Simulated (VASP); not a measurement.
Here is a VASP 6.6.1 calculation.

Contents of INCAR:

```
SYSTEM = Mg
PREC = Accurate
ENCUT = 520
EDIFF = 1E-6
ISMEAR = -1
SIGMA = 0.05
LREAL = .FALSE.
LASPH = .TRUE.
NELM = 100
ALGO = Fast
ISIF = 2
LWAVE = .FALSE.
LCHARG = .TRUE.
GGA = PE
LELF = .TRUE.
LVHAR = .TRUE.
NBANDS = 7
```

Contents of KPOINTS:

```
Automatic mesh
0
G
  11 11 11
  0 0 0
```

The input POSCAR:

```
Mg
1.0
   -1.8481508693      1.8481508693      1.6905262251
    1.8481508693     -1.8481508693      1.6905262251
    1.8481508693      1.8481508693     -1.6905262251
Mg
1
Direct
    0.0000000000      0.0000000000      0.0000000000
```

Potentials or basis: VASP PAW PBE potentials, release 64 (Mg).

Run with:

```bash
$ cat potpaw_PBE.64/Mg/POTCAR > POTCAR
$ mpirun -np 1 vasp_std > vasp.out
```

Q: What does it give for the band gap on the k mesh?

A: Zero (band 1 reaches 5.75 eV, above the bottom of band 2 at 1.44 eV).

Q: Predict the pressure.

A: -0.3 GPa.

Stress tensor (GPa, compression positive):
```
-0.33  0.00  0.00
 0.00 -0.33  0.00
 0.00  0.00 -0.15
```
